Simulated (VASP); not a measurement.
Here is a VASP 6.6.1 calculation.

INCAR

```
  PREC = Accurate
  ENCUT = 520
  EDIFF = 1E-7
  ISMEAR = 0
  SIGMA = 0.1
  LREAL = False
  LASPH = True
  NELM = 100
  ALGO = Fast
  ISIF = 2
  LWAVE = False
  LCHARG = False
  GGA = PS
  NBANDS = 24
```

KPOINTS

```
Automatic mesh
0
Gamma
  12 12 8
```

The input POSCAR:

```
Al3Cu2
1.0
    4.1805573057      0.0000000000      0.0000000000
   -2.0902786529      3.6204688288      0.0000000000
    0.0000000000      0.0000000000      4.9223156400
Al Cu
3 2
Direct
    0.0000000000      0.0000000000      0.0000000000
    0.3333333333      0.6666666667      0.3518138341
    0.6666666667      0.3333333333      0.6481861659
    0.3333333333      0.6666666667      0.8435768472
    0.6666666667      0.3333333333      0.1564231528
```

Potentials or basis: VASP PAW PBE potentials, release 64 (Al, Cu).

The run is started by

```console
$ cat potpaw_PBE.64/Al/POTCAR potpaw_PBE.64/Cu/POTCAR > POTCAR
$ mpirun -np 1 vasp_std > vasp.out
```

**Question.** Predict the pressure.

**Answer.** -2.3 GPa.

**Question.** What does it give for the largest force?

**Answer.** 0.063 eV/Å.

Stress tensor (GPa, compression positive):
```
-4.17  0.00  0.00
 0.00 -4.17  0.00
 0.00  0.00  1.44
```

Caveat: the cell differs from its parent crystal (biaxial strain in the a-b plane: +2.0 %); the PAW data sets were made with another functional, which shifts forces and pressure a little.
